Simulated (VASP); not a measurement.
Ba2LiSi3, 24 atoms in the cell. The typed cell holds 24 atoms: a = 12.476 Å, b = 10.668 Å, c = 8.890 Å, α = 76.58°, β = 57.13°, γ = 43.44°. 

```yaml
Program: VASP 6.6.1
Task: single point
Functional: PBEsol
Potentials_or_basis: VASP PAW PBE potentials, release 64 (Ba_sv, Li_sv, Si)
Cutoff: 520 eV
k_mesh: 1 × 1 × 1
Occupations: fermi-dirac, width 0.002 eV
Spin: no spin polarisation
Dipole_correction: no
Further_INCAR_settings: LREAL = Auto; ALGO = Normal; EDIFF = 1e-07; NBANDS = 88
```

Potentials or basis: VASP PAW PBE potentials, release 64 (Ba_sv, Li_sv, Si).

Run with:

```sh
$ cat potpaw_PBE.64/Ba_sv/POTCAR potpaw_PBE.64/Li_sv/POTCAR potpaw_PBE.64/Si/POTCAR > POTCAR
$ mpirun -np 1 vasp_gam > vasp.out
```

Hardware: 1 thread of Intel Xeon 8259CL, on a shared host.

Q: How long does it take, and how much memory?

A: Run time: 7.4 min on 1 thread of Intel Xeon 8259CL (shared host), peak memory 0.95 GiB. Counts: scf iterations 16, k points 1.
